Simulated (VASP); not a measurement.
# Ti (I4/mmm) in VASP: single point with PBEsol

Aim: the single point of Ti with PBEsol.

Program: VASP 6.6.1. These are calculated values, not measurements. Logs are shortened: lines on timing, memory, paths and dates and some standing lists are left out, and cuts for length are marked.

### Step 1. The cell of the first run

Symmetry: I4/mmm, No. 139, tetragonal system. The conventional cell has a = 3.336 Å, b = 3.336 Å, c = 3.631 Å, α = 90.00°, β = 90.00°, γ = 90.00°. Ti (site symmetry 4/mmm) has 14 Ti at 2.98 to 3.63 Å within 3.9 Å.

### Step 2. Single point, PBEsol (strained)

INCAR

```
SYSTEM = Ti
PREC = Accurate
ENCUT = 520
EDIFF = 1E-6
ISMEAR = 0
SIGMA = 0.1
LREAL = .False.
LASPH = .True.
NELM = 80
ALGO = Normal
ISIF = 2
LWAVE = .False.
LCHARG = .False.
GGA = PS
NBANDS = 12
```

KPOINTS

```
regular mesh
0
Gamma
  16 16 16
  0 0 0
```

POSCAR

```
Ti
1.0
   -1.6680272700      1.8157172700      1.6680272700
    1.6680272700     -1.8157172700      1.6680272700
    1.6680272700      1.8157172700     -1.6680272700
Ti
1
Direct
    0.0000000000      0.0000000000      0.0000000000
```

Potentials or basis: VASP PAW PBE potentials, release 64 (Ti_sv).

Launch:

```console
$ cat potpaw_PBE.64/Ti_sv/POTCAR > POTCAR
$ mpirun -np 1 vasp_std > vasp.out
```

OUTCAR:

```text
SYSTEM = Ti
   PREC = Accurate
   ENCUT = 520
   EDIFF = 1E-6
   ISMEAR = 0
   LREAL = .False.
   LASPH = .True.
   NELM = 80
   ISIF = 2
   GGA = PS

 ion  position               nearest neighbor table
   1  0.000  0.000  0.000-

  LATTYP: Found a body centered tetragonal cell.
 ALAT       =     3.3360545400
 C/A-ratio  =     1.0885417179

  Lattice vectors:

 A1 = (  -1.6680272700,  -1.8157172700,   1.6680272700)
 A2 = (   1.6680272700,  -1.8157172700,  -1.6680272700)
 A3 = (   1.6680272700,   1.8157172700,   1.6680272700)

Analysis of symmetry for initial positions (statically):
=====================================================================
 Subroutine PRICEL returns:
 Original cell was already a primitive cell.

 Routine SETGRP: Setting up the symmetry group for a
 body centered tetragonal supercell.

 Subroutine GETGRP returns: Found 16 space group operations
 (whereof 16 operations were pure point group operations)
 out of a pool of 16 trial point group operations.

The static configuration has the point symmetry D_4h.

Analysis of symmetry for dynamics (positions and initial velocities):
=====================================================================
 Subroutine PRICEL returns:
 Original cell was already a primitive cell.

 Routine SETGRP: Setting up the symmetry group for a
 body centered tetragonal supercell.

 Subroutine GETGRP returns: Found 16 space group operations
 (whereof 16 operations were pure point group operations)
 out of a pool of 16 trial point group operations.

The dynamic configuration has the point symmetry D_4h.

 Subroutine INISYM returns: Found 16 space group operations
 (whereof 16 operations are pure point group operations),
 and found     1 'primitive' translations

----------------------------------------------------------------------------------------

                                     Primitive cell

  volume of cell :      20.2076

  direct lattice vectors                    reciprocal lattice vectors
    -1.668027270  1.815717270  1.668027270     0.000000000  0.275373269  0.299755291
     1.668027270 -1.815717270  1.668027270     0.299755291  0.000000000  0.299755291
     1.668027270  1.815717270 -1.668027270     0.299755291  0.275373269  0.000000000

  length of vectors
     2.976820309  2.976820309  2.976820309     0.407042592  0.423917998  0.407042592

  position of ions in fractional coordinates (direct lattice)
     0.000000000  0.000000000  0.000000000

  ion indices of the primitive-cell ions
   primitive index   ion index
                 1           1

----------------------------------------------------------------------------------------

 KPOINTS: regular mesh

Automatic generation of k-mesh.
 Grid dimensions read from file:
 generate k-points for:   16   16   16

 Generating k-lattice:

  Cartesian coordinates                     Fractional coordinates (reciprocal lattice)
     0.000000000  0.017210829  0.018734706     0.062500000  0.000000000  0.000000000
     0.018734706  0.000000000  0.018734706     0.000000000  0.062500000  0.000000000
     0.018734706  0.017210829  0.000000000     0.000000000  0.000000000  0.062500000

  Length of vectors
     0.025440162  0.026494875  0.025440162

  Shift w.r.t. Gamma in fractional coordinates (k-lattice)
     0.000000000  0.000000000  0.000000000

 Subroutine IBZKPT returns following result:
 ===========================================

 Found    349 irreducible k-points:

 Following reciprocal coordinates:
            Coordinates               Weight
  0.000000  0.000000  0.000000      1.000000
  0.062500 -0.000000  0.000000      8.000000
  0.125000 -0.000000  0.000000      8.000000
  0.187500 -0.000000  0.000000      8.000000
  0.250000 -0.000000  0.000000      8.000000
  0.312500 -0.000000  0.000000      8.000000
[... 16 lines left out ...]
 -0.187500  0.062500 -0.000000     16.000000
 -0.125000  0.062500 -0.000000      8.000000
 [... further k-points ...]
   k-points           NKPTS =    349   k-points in BZ     NKDIM =    349   number of bands    NBANDS=     12
   number of dos      NEDOS =    301   number of ions     NIONS =      1
   total plane-waves  NPLWV =  13824
   dimension x,y,z NGX =    24 NGY =   24 NGZ =   24
   dimension x,y,z NGXF=    48 NGYF=   48 NGZF=   48
   ions per type =               1
   NGX,Y,Z   is equivalent  to a cutoff of  13.40, 13.40, 13.40 a.u.
   NGXF,Y,Z  is equivalent  to a cutoff of  26.81, 26.81, 26.81 a.u.
 SYSTEM =  Ti
   PREC   = accura    normal or accurate (medium, high low for compatibility)
   ISTART =      0    job   : 0-new  1-cont  2-samecut
   ICHARG =      2    charge: 1-file 2-atom 10-const
   ISPIN  =      1    spin polarized calculation?
   LNONCOLLINEAR =      F non collinear calculations
   LSORBIT =      F    spin-orbit coupling
   LASPH  =      T    aspherical Exc in radial PAW
   ENCUT  =  520.0 eV  38.22 Ry    6.18 a.u.   5.53  5.53  5.53*2*pi/ulx,y,z
   NELM   =     80;   NELMIN=  2; NELMDL= -5     # of ELM steps
   EDIFF  = 0.1E-05   stopping-criterion for ELM
   LREAL  =      F    real-space projection
   EDIFFG = 0.1E-04   stopping-criterion for IOM
   NSW    =      0    number of steps for IOM
   IBRION =     -1    ionic relax: 0-MD 1-quasi-New 2-CG
   NFREE  =      0    steps in history (QN), initial steepest desc. (CG)
   ISIF   =      2    stress and relaxation
   ISYM   =      2    0-nonsym 1-usesym 2-fastsym
   POTIM  = 0.5000    time-step for ionic-motion
   TEBEG  =    0.0;   TEEND  =   0.0 temperature during run
   PSTRESS=    0.0 pullay stress
   NELECT =      12.0000    total number of electrons
   NUPDOWN=      -1.0000    fix difference up-down
   EMIN   =  10.00;   EMAX   =-10.00  energy-range for DOS
   EFERMI =   0.00;   METHOD = LEGACY
   ISMEAR =     0;   SIGMA  =   0.10  broadening in eV -4-tet -1-fermi 0-gaus
   EFERMI_NEDOS =   21; number of points for ismear=-14 and -15
   IALGO  =     38    algorithm
   IMIX   =      4    mixing-type and parameters
     AMIX     =   0.40;   BMIX     =  1.00
     AMIX_MAG =   1.60;   BMIX_MAG =  1.00
  volume/ion in A,a.u.               =      20.21       136.37
  Fermi-wavevector in a.u.,A,eV,Ry     =   1.376038  2.600335 25.762365  1.893480
  Thomas-Fermi vector in A             =   2.501319
   LORBIT       =      0    0 simple, 1 ext, 2 COOP (PROOUT), +10 PAW based schemes
   GGA     = PS    functional components
   LHFCALC =     F    Hartree Fock is set to
   AEXX    =    0.0000 exact exchange contribution
   IVDW    =     0    specifies the selected vdW correction
   LEPSILON=     F    determine dielectric tensor
   LRPA    =     F    only Hartree local field effects (RPA)
 non-spin polarized calculation
 Gauss-broadening in eV      SIGMA  =   0.10
  energy-cutoff  :      520.00
  volume of cell :       20.21
 maximum number of plane-waves:       567
 NGX is ok and might be reduce to    24
   NGX = 11   NGY = 11   NGZ = 11

 number of electron      12.0000004 magnetization

 Free energy of the ion-electron system (eV)
  ---------------------------------------------------
  ext. energy  EPLUGINS =         0.00000000
  ---------------------------------------------------
  free energy    TOTEN  =        -8.03306778 eV

  energy without entropy =       -8.01872501  energy(sigma->0) =       -8.02589639

 E-fermi :   6.5037     XC(G=0): -10.9296

 val. band max:        6.5027200403   @ k =   0.3750   0.1875   0.0000
 cond. band min:       6.5043578179   @ k =   0.3125   0.0625   0.0625
 fundamental gap:      0.0016377775
 Fermi energy:         6.5037453069

 k-point     1 :       0.0000    0.0000    0.0000
  band No.  band energies     occupation
      1     -50.1370      2.00000
      2     -26.2290      2.00000
      3     -26.2290      2.00000
      4     -26.2189      2.00000
      5       0.8915      2.00000
      6       7.1973      0.00000
      7       7.1973      0.00000
      8       7.6523      0.00000
      9       8.4760      0.00000
     10       8.9931      0.00000
     11      22.0551      0.00000
     12      23.2977      0.00000

 k-point     2 :       0.0625   -0.0000    0.0000
  band No.  band energies     occupation
      1     -50.1344      2.00000
      2     -26.2419      2.00000
      3     -26.2337      2.00000
      4     -26.2222      2.00000
      5       1.0054      2.00000
      6       7.1872      0.00000
      7       7.2156      0.00000
      8       7.6663      0.00000
      9       8.4437      0.00000
     10       8.9701      0.00000
     11      21.9819      0.00000
     12      23.0316      0.00000

 k-point     3 :       0.1250   -0.0000    0.0000
  band No.  band energies     occupation
      1     -50.1269      2.00000
      2     -26.2869      2.00000
      3     -26.2470      2.00000
      4     -26.2231      2.00000
      5       1.3392      2.00000
      6       7.1354      0.00000
      7       7.1934      0.00000
      8       7.7890      0.00000
      9       8.3724      0.00000
     10       8.9228      0.00000
     11      21.4035      0.00000
     12      22.4899      0.00000
[... 286 lines left out ...]
 k-point    23 :      -0.1875    0.0625   -0.0000
  band No.  band energies     occupation
      1     -50.1202      2.00000
      2     -26.3257      2.00000
      3     -26.2560      2.00000
      4     -26.2268      2.00000
      5       1.6438      2.00000
      6       7.0316      0.00000
      7       7.1594      0.00000
      8       7.9956      0.00000
      9       8.2777      0.00000
     10       8.9191      0.00000
     11      20.8406      0.00000
     12      21.8973      0.00000

 k-point    24 :      -0.1250    0.0625   -0.0000
  band No.  band energies     occupation
      1     -50.1295      2.00000
      2     -26.2709      2.00000
      3     -26.2398      2.00000
      4     -26.2255      2.00000
      5       1.2200      2.00000
      6       7.1376      0.00000
      7       7.2338      0.00000
      8       7.7567      0.00000
      9       8.3511      0.00000
     10       8.9554      0.00000
     11      21.6632      0.00000
     12      22.7524      0.00000

 [... further k-points ...]

------------------------ aborting loop because EDIFF is reached ----------------------------------------

  FORCE on cell =-STRESS in cart. coord.  units (eV):
  Direction    XX          YY          ZZ          XY          YZ          ZX
  --------------------------------------------------------------------------------------
  -------------------------------------------------------------------------------------
  Total       -2.1017400     -1.8415597     -2.1017400     -0.0000000      0.0000000      0.0000000
  in kB     -166.6383890   -146.0097544   -166.6383890     -0.0000000      0.0000000      0.0000000
  external PRESSURE =    -159.7621774 kB  Pullay stress =       0.0000000 kB

 VOLUME and BASIS-vectors are now :
 -----------------------------------------------------------------------------
  energy-cutoff  :      520.00
  volume of cell :       20.21
      direct lattice vectors                 reciprocal lattice vectors
    -1.668027270  1.815717270  1.668027270     0.000000000  0.275373269  0.299755291
     1.668027270 -1.815717270  1.668027270     0.299755291  0.000000000  0.299755291
     1.668027270  1.815717270 -1.668027270     0.299755291  0.275373269  0.000000000

 POSITION                                       TOTAL-FORCE (eV/Angst)
 -----------------------------------------------------------------------------------
      0.00000      0.00000      0.00000        -0.000000     -0.000000     -0.000000
 -----------------------------------------------------------------------------------
    total drift:                                0.000000      0.000000      0.000000

  FREE ENERGIE OF THE ION-ELECTRON SYSTEM (eV)
  ---------------------------------------------------
  free  energy   TOTEN  =        -8.0330677763 eV

  energy  without entropy=       -8.0187250097  energy(sigma->0) =       -8.02589639
```

It took 44 s on 1 thread of Intel Xeon Platinum 8375C at 2.90GHz (Ice Lake), shared host; peak memory 0.2 GiB.

What came out:

```yaml
Free_energy: -8.0331 eV
Pressure: -16.0 GPa
Band_gap_on_the_k_mesh: zero (band 6 reaches 7.29 eV, above the bottom of band 7 at 6.01 eV)
```

Stress tensor (GPa, compression positive):
```
-16.66   0.00   0.00
  0.00 -14.60   0.00
  0.00   0.00 -16.66
```

Caveat: the cell differs from its parent crystal (strained); the PAW data sets were made with another functional, which shifts forces and pressure a little.
